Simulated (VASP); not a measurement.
# TiB2 (P6/mmm) in VASP: further runs, part 2 of 2

VASP 6.6.1.

## 3. Single point, PBE

This run uses another cell than the first one, of 7.53 Å³/atom, 0.936 times its volume.

INCAR reads:

```
PREC = Accurate
ENCUT = 500
EDIFF = 1E-6
ISMEAR = 0
SIGMA = 0.1
LREAL = False
LASPH = True
NELM = 120
ALGO = Normal
ISIF = 2
LWAVE = False
LCHARG = False
GGA = PE
NBANDS = 16
GGA_COMPAT = False
```

KPOINTS reads:

```
Automatic mesh
0
Gamma
  18 18 14
```

POSCAR reads:

```
TiB2
1.0
    2.9206688800      0.0000000000      0.0000000000
   -1.4603344400      2.5293734461      0.0000000000
    0.0000000000      0.0000000000      3.0573595900
Ti B
1 2
Direct
    0.0000000000      0.0000000000      0.0000000000
    0.3333333333      0.6666666667      0.5000000000
    0.6666666667      0.3333333333      0.5000000000
```

Potentials or basis: VASP PAW PBE potentials, release 64 (Ti_sv, B).

Command:

```sh
$ cat potpaw_PBE.64/Ti_sv/POTCAR potpaw_PBE.64/B/POTCAR > POTCAR
$ mpirun -np 1 vasp_std > vasp.out
```

Run time: 43 s. Hardware: 1 thread of Intel Xeon 6975P-C (Granite Rapids), shared host; peak memory 0.21 GiB.

The run converged. Its results:

```yaml
Free_energy: -24.0680 eV
Pressure: 41.3 GPa
Band_gap_on_the_k_mesh: zero (band 9 reaches 11.85 eV, above the bottom of band 10 at 11.13 eV)
```

Stress tensor (GPa, compression positive):
```
41.33  0.00  0.00
 0.00 41.33  0.00
 0.00  0.00 41.24
```

Levels at points of the mesh, in eV from the Fermi level:
| k point | band 7 | band 8 | band 9 | band 10 | band 11 | band 12 |
| --- | --- | --- | --- | --- | --- | --- |
| (0.00, 0.00, 0.00) | -3.06 | -2.44 | -2.17 | 2.25 | 2.25 | 4.38 |
| (0.50, 0.00, 0.00) | -3.54 | -3.52 | -2.67 | 1.60 | 3.17 | 3.78 |
| (0.00, 0.00, 0.50) | -0.67 | -0.67 | -0.37 | -0.37 | 0.47 | 0.47 |
| (0.50, 0.00, 0.50) | -5.25 | -4.33 | -3.20 | 3.09 | 3.42 | 5.46 |

## 4. Single point, PBE

This run uses another cell than the first one, of 8.56 Å³/atom, 1.064 times its volume.

INCAR reads:

```
ALGO     = Normal         # electronic algorithm
EDIFF    = 1E-6           # SCF threshold, eV
ENCUT    = 500            # plane-wave cutoff, eV
GGA      = PE             # functional
GGA_COMPAT= F            
ISIF     = 2              # what is computed and relaxed
ISMEAR   = -4             # smearing method
LASPH    = T              # aspherical terms in the spheres
LCHARG   = F              # write CHGCAR
LREAL    = F              # projectors in reciprocal space
LWAVE    = F              # write WAVECAR
NBANDS   = 16             # bands
NELM     = 120            # most SCF steps
PREC     = Accurate       # precision mode
SIGMA    = 0.1            # smearing width, eV
```

KPOINTS reads:

```
k-points
0
Gamma
  18 18 14
```

POSCAR reads:

```
TiB2
1.0
    3.0318049186      0.0000000000      0.0000000000
   -1.5159024593      2.6256200788      0.0000000000
    0.0000000000      0.0000000000      3.2242298102
Ti B
1 2
Direct
    0.0000000000      0.0000000000      0.0000000000
    0.3333333333      0.6666666667      0.5000000000
    0.6666666667      0.3333333333      0.5000000000
```

Command:

```sh
$ cat potpaw_PBE.64/Ti_sv/POTCAR potpaw_PBE.64/B/POTCAR > POTCAR
$ mpirun -np 1 vasp_std > vasp.out
```

It took 52 s on 1 thread of Intel Xeon 6975P-C (Granite Rapids), shared host; peak memory 0.24 GiB.

Results (log left out):

```yaml
Free_energy: -24.4253 eV
Pressure: 0.3 GPa
Band_gap_on_the_k_mesh: zero (band 9 reaches 10.40 eV, above the bottom of band 10 at 9.80 eV)
```

Stress tensor (GPa, compression positive):
```
 0.41  0.00  0.00
 0.00  0.41  0.00
 0.00  0.00 -0.02
```

Levels at points of the mesh, in eV from the Fermi level:
| k point | band 5 | band 6 | band 7 | band 8 | band 9 | band 10 | band 11 | band 12 | band 13 | band 14 |
| --- | --- | --- | --- | --- | --- | --- | --- | --- | --- | --- |
| (0.00, 0.00, 0.00) | -13.60 | -2.71 | -2.71 | -2.40 | -2.20 | 1.80 | 1.80 | 3.57 | 3.57 | 5.65 |
| (0.50, 0.00, 0.00) | -9.46 | -9.34 | -3.37 | -3.30 | -2.36 | 1.25 | 2.64 | 3.12 | 3.28 | 7.36 |
| (0.00, 0.00, 0.50) | -11.67 | -7.70 | -0.66 | -0.66 | -0.28 | -0.28 | 0.35 | 0.35 | 1.57 | 6.44 |
| (0.50, 0.00, 0.50) | -9.84 | -7.64 | -4.74 | -3.91 | -3.24 | 2.40 | 2.82 | 4.38 | 4.49 | 5.25 |

## 5. Single point, PBE

This run uses another cell than the first one, of 8.55 Å³/atom, 1.063 times its volume.

INCAR reads:

```
SYSTEM = TiB2
ALGO     = Normal         ! electronic algorithm
EDIFF    = 1E-6           ! SCF threshold, eV
ENCUT    = 500            ! plane-wave cutoff, eV
GGA      = PE             ! functional
GGA_COMPAT= .FALSE.      
ISIF     = 2              ! what is computed and relaxed
ISMEAR   = 0              ! smearing method
LASPH    = .TRUE.         ! aspherical terms in the spheres
LCHARG   = .TRUE.         ! write CHGCAR
LELF     = .TRUE.         ! ELF
LREAL    = .FALSE.        ! projectors in reciprocal space
LVHAR    = .TRUE.       
LWAVE    = .FALSE.        ! write WAVECAR
NBANDS   = 16             ! bands
NELM     = 120            ! most SCF steps
PREC     = Accurate       ! precision mode
SIGMA    = 0.1            ! smearing width, eV
```

KPOINTS reads:

```
k-points
0
G
  18 18 14
  0 0 0
```

POSCAR reads:

```
TiB2
1.0
    3.0292000000      0.0000000000      0.0000000000
   -1.5146000000      2.6233641531      0.0000000000
    0.0000000000      0.0000000000      3.2284000000
Ti B
1 2
Direct
    0.0000000000      0.0000000000      0.0000000000
    0.3333333333      0.6666666667      0.5000000000
    0.6666666667      0.3333333333      0.5000000000
```

Potentials or basis: VASP PAW PBE potentials, release 64 (Ti_sv, B).

Command:

```sh
$ cat potpaw_PBE.64/Ti_sv/POTCAR potpaw_PBE.64/B/POTCAR > POTCAR
$ mpirun -np 1 vasp_std > vasp.out
```

OUTCAR:

```text
SYSTEM = TiB2
   EDIFF = 1E-6
   ENCUT = 500
   GGA = PE
   ISIF = 2
   ISMEAR = 0
   LASPH = .TRUE.
   LREAL = .FALSE.
   NELM = 120
   PREC = Accurate

 ion  position               nearest neighbor table
   1  0.000  0.000  0.000-   2 2.38   3 2.38   2 2.38   3 2.38   2 2.38   2 2.38   3 2.38   3 2.38
                             3 2.38   3 2.38   2 2.38   2 2.38
   2  0.333  0.667  0.500-   3 1.75   3 1.75   3 1.75   1 2.38   1 2.38   1 2.38   1 2.38   1 2.38
                             1 2.38
   3  0.667  0.333  0.500-   2 1.75   2 1.75   2 1.75   1 2.38   1 2.38   1 2.38   1 2.38   1 2.38
                             1 2.38

  LATTYP: Found a hexagonal cell.
 ALAT       =     3.0292000000
 C/A-ratio  =     1.0657599366

  Lattice vectors:

 A1 = (   3.0292000000,   0.0000000000,   0.0000000000)
 A2 = (  -1.5146000000,   2.6233641531,   0.0000000000)
 A3 = (   0.0000000000,   0.0000000000,   3.2284000000)

Analysis of symmetry for initial positions (statically):
=====================================================================
 Subroutine PRICEL returns:
 Original cell was already a primitive cell.

 Routine SETGRP: Setting up the symmetry group for a
 hexagonal supercell.

 Subroutine GETGRP returns: Found 24 space group operations
[... 172 lines left out ...]
 fundamental gap:      0.0209137731
 Fermi energy:        10.0476469036

 k-point     1 :       0.0000    0.0000    0.0000
  band No.  band energies     occupation
      1     -46.9571      2.00000
      2     -23.3102      2.00000
      3     -22.9931      2.00000
      4     -22.9931      2.00000
      5      -3.5096      2.00000
      6       7.3980      2.00000
[... 433 lines left out ...]
      3     -23.2411      2.00000
      4     -23.1132      2.00000
      5       0.0448      2.00000
      6       1.6757      2.00000
[... 8 lines left out ...]
     15      17.9130      0.00000
     16      18.8505      0.00000

 [... further k-points ...]

------------------------ aborting loop because EDIFF is reached ----------------------------------------

  FORCE on cell =-STRESS in cart. coord.  units (eV):
  Direction    XX          YY          ZZ          XY          YZ          ZX
  --------------------------------------------------------------------------------------
  -------------------------------------------------------------------------------------
  Total        0.1141549      0.1141549     -0.0241573      0.0000000     -0.0000000      0.0000000
  in kB        7.1290452      7.1290452     -1.5086362      0.0000000     -0.0000000      0.0000000
  external PRESSURE =       4.2498180 kB  Pullay stress =       0.0000000 kB

 VOLUME and BASIS-vectors are now :
 -----------------------------------------------------------------------------
  energy-cutoff  :      500.00
  volume of cell :       25.66
      direct lattice vectors                 reciprocal lattice vectors
     3.029200000  0.000000000  0.000000000     0.330120164  0.190594965  0.000000000
    -1.514600000  2.623364153  0.000000000     0.000000000  0.381189931  0.000000000
     0.000000000  0.000000000  3.228400000     0.000000000  0.000000000  0.309750960

 POSITION                                       TOTAL-FORCE (eV/Angst)
 -----------------------------------------------------------------------------------
      0.00000      0.00000      0.00000        -0.000000     -0.000000      0.000000
     -0.00000      1.74891      1.61420        -0.000000     -0.000000      0.000000
      1.51460      0.87445      1.61420         0.000000      0.000000      0.000000
 -----------------------------------------------------------------------------------
    total drift:                               -0.000000      0.000000      0.000000

  FREE ENERGIE OF THE ION-ELECTRON SYSTEM (eV)
  ---------------------------------------------------
  free  energy   TOTEN  =       -24.4301390476 eV

  energy  without entropy=      -24.4284168594  energy(sigma->0) =      -24.42927795
```

Run time: 46 s. Hardware: 1 thread of Intel Xeon 6975P-C (Granite Rapids), shared host; peak memory 0.22 GiB.

Results:

```
Free energy            : -24.4301 eV
Pressure               : 0.4 GPa
Band gap on the k mesh : zero (band 9 reaches 10.41 eV, above the bottom of band 10 at 9.79 eV)
```

Stress tensor (GPa, compression positive):
```
 0.71  0.00  0.00
 0.00  0.71  0.00
 0.00  0.00 -0.15
```

## 6. Summary

```tsv
task	cell	cutoff (eV)	smearing	gap on the mesh (eV)	pressure (GPa)
relaxation of shape and atoms at fixed volume	relaxed from a = 2.974, b = 2.974, c = 3.150 Å, angles 90.0, 90.0, 120.0°, 3 atoms	600	gaussian 0.1 eV	none	17.7
single point	a = 2.921, b = 2.921, c = 3.057 Å, angles 90.0, 90.0, 120.0°, 3 atoms	500	gaussian 0.1 eV	none	41.3
single point	a = 3.032, b = 3.032, c = 3.224 Å, angles 90.0, 90.0, 120.0°, 3 atoms	500	tetrahedron	none	0.3
single point	a = 3.029, b = 3.029, c = 3.228 Å, angles 90.0, 90.0, 120.0°, 3 atoms	500	gaussian 0.1 eV	none	0.4
```

Alike in all rows: level PBE; potentials or basis VASP PAW PBE potentials, release 64 (Ti_sv, B); no spin polarisation; k mesh 18 × 18 × 14.

Total energies depend on the potentials used, so only differences within one code and one set of settings carry meaning.
